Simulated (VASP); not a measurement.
# AlCu3 (Fm-3m) in VASP: a series of runs

The runs below take AlCu3 through vibrations by perturbation theory, elastic constants, with LDA.

All numbers are computed with VASP 6.6.1; they aren't measurements. Logs are shortened: lines on timing, memory, paths and dates and some standing lists are left out, and cuts for length are marked.

### Step 1. The cell of the first run

It takes space group Fm-3m (No. 225, cubic). Conventional cell: a = 5.700 Å, b = 5.700 Å, c = 5.700 Å, α = 90.00°, β = 90.00°, γ = 90.00°. Within 3.3 Å of Al (site symmetry m-3m) lie 14 Cu at 2.47 to 2.85 Å. Within 3.3 Å of Cu (site symmetry m-3m) lie 8 Cu at 2.47 Å and 6 Al at 2.85 Å. Cu (site symmetry -43m) has 4 Al at 2.47 Å and 10 Cu at 2.47 to 2.85 Å within 3.3 Å.

### Step 2. Vibrations by perturbation theory, LDA

Contents of INCAR:

```
SYSTEM = AlCu3
ALGO = Normal
EDIFF = 1E-8
ENCUT = 520
IBRION = 8
ISIF = 2
ISMEAR = -1
LASPH = .TRUE.
LCHARG = .FALSE.
LREAL = .FALSE.
LWAVE = .FALSE.
NELM = 100
NSW = 1
PREC = Accurate
SIGMA = 0.15
```

Contents of KPOINTS:

```
k-points
0
G
  12 12 12
  0 0 0
```

Contents of POSCAR:

```
AlCu3
1.0
    0.0000000000      2.8500014746      2.8500014746
    2.8500014746      0.0000000000      2.8500014746
    2.8500014746      2.8500014746      0.0000000000
Al Cu
1 3
Direct
    0.0000000000      0.0000000000      0.0000000000
    0.5000000000      0.5000000000      0.5000000000
    0.2500000000      0.2500000000      0.2500000000
    0.7500000000      0.7500000000      0.7500000000
```

Potentials or basis: VASP PAW LDA potentials, release 64 (Al, Cu).

Command:

```
$ cat potpaw_LDA.64/Al/POTCAR potpaw_LDA.64/Cu/POTCAR > POTCAR
$ mpirun -np 1 vasp_std > vasp.out
```

OUTCAR:

```text
SYSTEM = AlCu3
   EDIFF = 1E-8
   ENCUT = 520
   IBRION = 8
   ISIF = 2
   ISMEAR = -1
   LASPH = .TRUE.
   LREAL = .FALSE.
   NELM = 100
   NSW = 1
   PREC = Accurate

 ion  position               nearest neighbor table
   1  0.000  0.000  0.000-   3 2.47   4 2.47   4 2.47   4 2.47   4 2.47   3 2.47   3 2.47   3 2.47
                             2 2.85   2 2.85   2 2.85   2 2.85   2 2.85   2 2.85
   2  0.500  0.500  0.500-   3 2.47   4 2.47   3 2.47   3 2.47   3 2.47   4 2.47   4 2.47   4 2.47
                             1 2.85   1 2.85   1 2.85   1 2.85   1 2.85   1 2.85
   3  0.250  0.250  0.250-   1 2.47   2 2.47   1 2.47   1 2.47   1 2.47   2 2.47   2 2.47   2 2.47

   4  0.750  0.750  0.750-   1 2.47   2 2.47   2 2.47   2 2.47   2 2.47   1 2.47   1 2.47   1 2.47

  LATTYP: Found a face centered cubic cell.
 ALAT       =     5.7000029492

  Lattice vectors:

 A1 = (   0.0000000000,   2.8500014746,   2.8500014746)
 A2 = (   2.8500014746,   0.0000000000,   2.8500014746)
 A3 = (   2.8500014746,   2.8500014746,   0.0000000000)

Analysis of symmetry for initial positions (statically):
=====================================================================
 Subroutine PRICEL returns:
 Original cell was already a primitive cell.

 Routine SETGRP: Setting up the symmetry group for a
 face centered cubic supercell.

 Subroutine GETGRP returns: Found 48 space group operations
 (whereof 48 operations were pure point group operations)
 out of a pool of 48 trial point group operations.

The static configuration has the point symmetry O_h .

Analysis of symmetry for dynamics (positions and initial velocities):
=====================================================================
 Subroutine PRICEL returns:
 Original cell was already a primitive cell.

 Routine SETGRP: Setting up the symmetry group for a
 face centered cubic supercell.

 Subroutine GETGRP returns: Found 48 space group operations
 (whereof 48 operations were pure point group operations)
 out of a pool of 48 trial point group operations.

The dynamic configuration has the point symmetry O_h .

 Subroutine INISYM returns: Found 48 space group operations
 (whereof 48 operations are pure point group operations),
 and found     1 'primitive' translations

----------------------------------------------------------------------------------------

                                     Primitive cell

  volume of cell :      46.2983

  direct lattice vectors                    reciprocal lattice vectors
     0.000000000  2.850001475  2.850001475    -0.175438506  0.175438506  0.175438506
     2.850001475  0.000000000  2.850001475     0.175438506 -0.175438506  0.175438506
     2.850001475  2.850001475  0.000000000     0.175438506  0.175438506 -0.175438506

  length of vectors
     4.030510738  4.030510738  4.030510738     0.303868406  0.303868406  0.303868406

  position of ions in fractional coordinates (direct lattice)
     0.000000000  0.000000000  0.000000000
     0.500000000  0.500000000  0.500000000
     0.250000000  0.250000000  0.250000000
     0.750000000  0.750000000  0.750000000

  ion indices of the primitive-cell ions
   primitive index   ion index
                 1           1
                 2           2
                 3           3
                 4           4
[... 116 lines left out ...]
  ext. energy  EPLUGINS =         0.00000000
  ---------------------------------------------------
  free energy    TOTEN  =       -19.08824811 eV

  energy without entropy =      -19.01409476  energy(sigma->0) =      -19.05117144

 E-fermi :   9.0165     XC(G=0): -12.8514

 val. band max:        8.9635159163   @ k =  -0.1667   0.1667   0.0000
 cond. band min:       9.0437988797   @ k =  -0.2500   0.3333   0.0833
 fundamental gap:      0.0802829634
 Fermi energy:         9.0165240813

 k-point     1 :       0.0000    0.0000    0.0000
  band No.  band energies     occupation
      1      -1.9245      2.00000
      2       3.9925      2.00000
      3       3.9925      2.00000
      4       4.0993      2.00000
      5       4.0993      2.00000
      6       4.0993      2.00000
[... 589 lines left out ...]
     21      14.1706      0.00000
     22      14.8624      0.00000

 [... further k-points ...]

------------------------ aborting loop because EDIFF is reached ----------------------------------------

  FORCE on cell =-STRESS in cart. coord.  units (eV):
  Direction    XX          YY          ZZ          XY          YZ          ZX
  --------------------------------------------------------------------------------------
  -------------------------------------------------------------------------------------
  Total        0.1863394      0.1863394      0.1863394     -0.0000000     -0.0000000      0.0000000
  in kB        6.4483713      6.4483713      6.4483713     -0.0000000     -0.0000000      0.0000000
  external PRESSURE =       6.4483713 kB  Pullay stress =       0.0000000 kB

 VOLUME and BASIS-vectors are now :
 -----------------------------------------------------------------------------
  energy-cutoff  :      520.00
  volume of cell :       46.30
      direct lattice vectors                 reciprocal lattice vectors
     0.000000000  2.850001475  2.850001475    -0.175438506  0.175438506  0.175438506
     2.850001475  0.000000000  2.850001475     0.175438506 -0.175438506  0.175438506
     2.850001475  2.850001475  0.000000000     0.175438506  0.175438506 -0.175438506

 POSITION                                       TOTAL-FORCE (eV/Angst)
 -----------------------------------------------------------------------------------
      0.00000      0.00000      0.00000        -0.000000     -0.000000     -0.000000
      2.85000      2.85000      2.85000        -0.000000     -0.000000      0.000000
      1.42500      1.42500      1.42500        -0.000000     -0.000000     -0.000000
      4.27500      4.27500      4.27500         0.000000      0.000000      0.000000
 -----------------------------------------------------------------------------------
    total drift:                                0.000000     -0.000000      0.000000

  FREE ENERGIE OF THE ION-ELECTRON SYSTEM (eV)
  ---------------------------------------------------
  free  energy   TOTEN  =       -19.0882481134 eV

  energy  without entropy=      -19.0140947593  energy(sigma->0) =      -19.05117144

[... ionic steps 2 to 9 ...]

--------------------------------------- Ionic step       10  -------------------------------------------

 Free energy of the ion-electron system (eV)
  ---------------------------------------------------
  ---------------------------------------------------
  free energy    TOTEN  =        -0.24373303 eV

  energy without entropy =       -0.24373303

------------------------ aborting loop because EDIFF is reached ----------------------------------------

 INTERNAL STRAIN TENSOR  FOR ION    3  DIRECTION 1   (eV/Angst):
 -----------------------------------------------------------------------------
    -0.00521  0.00000  0.00000
     0.00000  0.00504  0.03475
     0.00000  0.03475  0.00504

 INTERNAL STRAIN TENSOR FOR ION    4 for displacements in x,y,z  (eV/Angst):
          X           Y           Z          XY          YZ          ZX
  --------------------------------------------------------------------------------
  x     0.00000    -0.00000    -0.00000     0.00000    -0.03475     0.00000
  y    -0.00000     0.00000    -0.00000     0.00000     0.00000    -0.03475
  z    -0.00000    -0.00000     0.00000    -0.03475     0.00000     0.00000

 SECOND DERIVATIVES (NOT SYMMETRIZED)
 ------------------------------------
               1X          1Y          1Z          2X          2Y          2Z          3X          3Y          3Z          4X          4Y          4Z
  1X    -7.732931    0.000000    0.000000    0.660275    0.000000    0.000000    3.536328    0.000000    0.000000    3.536328    0.000000    0.000000
  1Y     0.000000   -7.732931    0.000000    0.000000    0.660275    0.000000    0.000000    3.536328    0.000000    0.000000    3.536328    0.000000
  1Z     0.000000    0.000000   -7.732931    0.000000    0.000000    0.660275    0.000000    0.000000    3.536328    0.000000    0.000000    3.536328
  2X     0.669883    0.000000    0.000000   -6.787290    0.000000    0.000000    3.058703    0.000000    0.000000    3.058703    0.000000    0.000000
  2Y     0.000000    0.669883    0.000000    0.000000   -6.787290    0.000000    0.000000    3.058703    0.000000    0.000000    3.058703    0.000000
  2Z     0.000000    0.000000    0.669883    0.000000    0.000000   -6.787290    0.000000    0.000000    3.058703    0.000000    0.000000    3.058703
  3X     3.545895    0.000000    0.000000    3.060320    0.000000    0.000000   -6.617088    0.000000    0.000000    0.010873    0.000000    0.000000
  3Y     0.000000    3.545895    0.000000    0.000000    3.060320    0.000000    0.000000   -6.617088    0.000000    0.000000    0.010873   -0.000000
  3Z     0.000000    0.000000    3.545895    0.000000    0.000000    3.060320    0.000000    0.000000   -6.617088    0.000000   -0.000000    0.010873
  4X     3.545895    0.000000    0.000000    3.060320    0.000000    0.000000    0.010873    0.000000    0.000000   -6.617088    0.000000    0.000000
  4Y     0.000000    3.545895    0.000000    0.000000    3.060320    0.000000    0.000000    0.010873   -0.000000    0.000000   -6.617088    0.000000
  4Z     0.000000    0.000000    3.545895    0.000000    0.000000    3.060320    0.000000   -0.000000    0.010873    0.000000    0.000000   -6.617088

 Eigenvectors and eigenvalues of the dynamical matrix
 ----------------------------------------------------

   1 f  =    9.221819 THz    57.942399 2PiTHz  307.606780 cm-1    38.138363 meV
             X         Y         Z           dx          dy          dz
      0.000000  0.000000  0.000000    -0.000000    0.000000    0.885775
      2.850001  2.850001  2.850001    -0.000000    0.000000    0.070524
      1.425001  1.425001  1.425001     0.000000   -0.000000   -0.324369
      4.275002  4.275002  4.275002    -0.000000    0.000000   -0.324369
[... 71 lines left out ...]
  12 f/i=    0.005534 THz     0.034768 2PiTHz    0.184579 cm-1     0.022885 meV
             X         Y         Z           dx          dy          dz
      0.000000  0.000000  0.000000    -0.344579   -0.058707    0.047125
      2.850001  2.850001  2.850001    -0.527695   -0.089904    0.072168
      1.425001  1.425001  1.425001    -0.527848   -0.089931    0.072189
      4.275002  4.275002  4.275002    -0.527848   -0.089931    0.072189

--------------------------------------------------------------------------------------------------------

 ELASTIC MODULI CONTR FROM IONIC RELAXATION (kBar)
 Direction    XX          YY          ZZ          XY          YZ          ZX
 --------------------------------------------------------------------------------
 XX          -0.0000      0.0000      0.0000     -0.0000      0.0000     -0.0000
 YY           0.0000     -0.0000     -0.0000     -0.0000     -0.0000      0.0000
 ZZ           0.0000     -0.0000     -0.0000      0.0000     -0.0000     -0.0000
 XY          -0.0000     -0.0000      0.0000     -0.0126      0.0000     -0.0000
 YZ           0.0000     -0.0000     -0.0000      0.0000     -0.0126      0.0000
 ZX          -0.0000      0.0000     -0.0000     -0.0000      0.0000     -0.0126
 --------------------------------------------------------------------------------
```

Wall time 9 min (1 thread of Intel Xeon Platinum 8488C (Sapphire Rapids), shared host); peak memory 0.63 GiB.

What came out:

```yaml
Highest_phonon_frequency_at_Γ: 308 cm⁻¹
```

Phonon frequencies in cm⁻¹ (negative: imaginary):
| q point | frequencies |
| --- | --- |
| (0.000, 0.000, 0.000) | 0 0 0 168 168 168 202 202 202 308 308 308 |

### Step 3. Elastic constants, LDA

Contents of INCAR:

```
SYSTEM = AlCu3
PREC = Accurate
ENCUT = 600
EDIFF = 1E-8
ISMEAR = -1
SIGMA = 0.05
LREAL = .False.
LASPH = .True.
NELM = 80
ALGO = Fast
ISIF = 3
LWAVE = .False.
LCHARG = .False.
GGA = CA
NBANDS = 26
IBRION = 6
NFREE = 2
POTIM = 0.015
NSW = 1
```

Contents of KPOINTS:

```
Automatic mesh
0
Gamma
  12 12 12
  0 0 0
```

Contents of POSCAR:

```
AlCu3
1.0
    0.0000000000      2.8500014754      2.8500014754
    2.8500014754      0.0000000000      2.8500014754
    2.8500014754      2.8500014754      0.0000000000
Al Cu
1 3
Direct
    0.0000000000      0.0000000000      0.0000000000
    0.5000000000      0.5000000000      0.5000000000
    0.2500000000      0.2500000000      0.2500000000
    0.7500000000      0.7500000000      0.7500000000
```

Potentials or basis: VASP PAW LDA potentials, release 64 (Al, Cu).

Command:

```
$ cat potpaw_LDA.64/Al/POTCAR potpaw_LDA.64/Cu/POTCAR > POTCAR
$ mpirun -np 1 vasp_std > vasp.out
```

Run time: 1.8 h. Hardware: 1 thread of Oxide Virtual Turin-like, shared host; peak memory 0.92 GiB.

The run converged. Its results:

- Elastic constants C11, C12, C44: 181, 159, 125 GPa
- Voigt bulk modulus: 166 GPa
- Highest phonon frequency at Γ: 307 cm⁻¹

Phonon frequencies in cm⁻¹ (negative: imaginary):
```csv
q point,frequencies
"(0.000, 0.000, 0.000)",0 0 0 169 169 169 201 201 201 307 307 307
```

Elastic tensor in Voigt notation (GPa, in the Cartesian axes of the cell as first typed):
```
181 159 159   0   0   0
159 181 159   0   0   0
159 159 181   0   0   0
  0   0   0 125   0   0
  0   0   0   0 125   0
  0   0   0   0   0 125
```

Clamped-ion elastic tensor (GPa):
```
181 159 159   0   0   0
159 181 159   0   0   0
159 159 181   0   0   0
  0   0   0 125   0   0
  0   0   0   0 125   0
  0   0   0   0   0 125
```
